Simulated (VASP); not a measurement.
A run of VASP 6.6.1:

File POSCAR:

```
TiNCl
1.0
    3.9757192600      0.0000000000      0.0000000000
    0.0000000000      3.2900414900      0.0000000000
    0.0000000000      0.0000000000      7.8797402500
Cl N Ti
2 2 2
Direct
    0.0000000000      0.0000000000      0.3300000000
    0.5000000000      0.5000000000      0.6700000000
    0.0000000000      0.0000000000      0.9500000000
    0.5000000000      0.5000000000      0.0500000000
    0.0000000000      0.5000000000      0.1000000000
    0.5000000000      0.0000000000      0.9000000000
```

INCAR.step1

```
PREC = Accurate ; ENCUT = 520
ISMEAR = -1 ; SIGMA = 0.1
LREAL = F ; LASPH = T
NELM = 60 ; NBANDS = 33
GGA = PE ; ALGO = Normal
EDIFF = 1E-4 ; LWAVE = T
LCHARG = F
```

Contents of INCAR.step2:

```
PREC = Accurate ; ENCUT = 520
EDIFF = 1E-6 ; ISMEAR = -1
SIGMA = 0.1 ; LREAL = F
LASPH = T ; NELM = 60
ALGO = Normal ; ISIF = 2
LWAVE = F ; LCHARG = F
METAGGA = R2SCAN ; LMIXTAU = T
NBANDS = 33 ; ISTART = 1
```

The input KPOINTS:

```
Automatic mesh
0
Gamma
  7 8 4
```

Potentials or basis: VASP PAW PBE potentials, release 64 (Cl, N, Ti_sv).

The run is started by

```console
$ cat potpaw_PBE.64/Cl/POTCAR potpaw_PBE.64/N/POTCAR potpaw_PBE.64/Ti_sv/POTCAR > POTCAR
$ cp INCAR.step1 INCAR
$ mpirun -np 1 vasp_std > vasp.out
$ cp INCAR.step2 INCAR
$ mpirun -np 1 vasp_std > vasp.out
```

Hardware: 1 thread of AMD EPYC 7R13 Processor (Zen 3), on a shared host.

Question: How long does it take, and how much memory?

Answer: It took 12 min on 1 thread of AMD EPYC 7R13 Processor (Zen 3), on a shared host, peak memory 0.3 GiB. Counts: k points 60.
